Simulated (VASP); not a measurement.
Set up this calculation in VASP 6.6.1, as the native input.

```yaml
Task: single point
Functional: PBE
Potentials_or_basis: VASP PAW PBE potentials, release 64 (Zr_sv, B)
Cutoff: 520 eV
k_mesh: 15 × 15 × 15
Occupations: fermi-dirac, width 0.05 eV
Spin: no spin polarisation
Dipole_correction: no
Further_INCAR_settings: ALGO = Normal; EDIFF = 1e-07; NBANDS = 14
```

The structure of ZrB lies in POSCAR:

```
ZrB
1.0
    3.0259820839      0.0000000000      0.0000000000
    0.0000000000      3.0259820839      0.0000000000
    0.0000000000      0.0000000000      3.0259820839
Zr B
1 1
Direct
    0.0000000000      0.0000000000      0.0000000000
    0.5000000000      0.5000000000      0.5000000000
```

One way to write it, as run:

INCAR

```
ALGO     = Normal         # electronic algorithm
EDIFF    = 1E-7           # SCF threshold, eV
ENCUT    = 520            # plane-wave cutoff, eV
GGA      = PE             # functional
ISIF     = 2              # what is computed and relaxed
ISMEAR   = -1             # smearing method
LASPH    = True           # aspherical terms in the spheres
LCHARG   = False          # write CHGCAR
LREAL    = False          # projectors in reciprocal space
LWAVE    = False          # write WAVECAR
NBANDS   = 14             # bands
NELM     = 80             # most SCF steps
PREC     = Accurate       # precision mode
SIGMA    = 0.05           # smearing width, eV
```

KPOINTS

```
k-points
0
Gamma
  15 15 15
```

Potentials or basis: VASP PAW PBE potentials, release 64 (Zr_sv, B).

Command:

```sh
$ cat potpaw_PBE.64/Zr_sv/POTCAR potpaw_PBE.64/B/POTCAR > POTCAR
$ mpirun -np 1 vasp_std > vasp.out
```

It gave:

```yaml
Pressure: 0.1 GPa
```

Wall time 73 s on 1 thread of AMD EPYC 7R13, with other jobs on the host, peak memory 0.14 GiB.
